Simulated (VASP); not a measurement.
Here is a VASP 6.6.1 calculation.

The input INCAR:

```
SYSTEM = Rh
ALGO = Fast
EDIFF = 1E-6
ENCUT = 520
GGA = PE
ISIF = 2
ISMEAR = 0
LASPH = .TRUE.
LCHARG = .FALSE.
LREAL = .FALSE.
LWAVE = .FALSE.
NBANDS = 22
NELM = 80
PREC = Accurate
SIGMA = 0.15
```

KPOINTS

```
k-points
0
G
  22 22 16
  0 0 0
```

POSCAR

```
Rh
1.0
    0.0000000000     -1.9149654119     -1.9149654119
    0.0000000000      1.9149654119     -1.9149654119
    3.8299308238      0.0000000000      0.0000000000
Rh
2
Direct
    0.4804174009      0.5195825991      0.5000000000
    0.0195825991     -0.0195825991      0.0000000000
```

Potentials or basis: VASP PAW PBE potentials, release 64 (Rh_pv).

Launch:

```console
$ cat potpaw_PBE.64/Rh_pv/POTCAR > POTCAR
$ mpirun -np 1 vasp_std > vasp.out
```

(1) Predict the largest force.

(2) Predict the pressure.

(3) Predict the band gap on the k mesh.

Results:

(1) 0.924 eV/Å.

(2) 1.6 GPa.

(3) zero (bands 15 and 16 overlap by 2.26 eV).

Caveat: the cell differs from its parent crystal (atoms displaced along a vibrational mode).
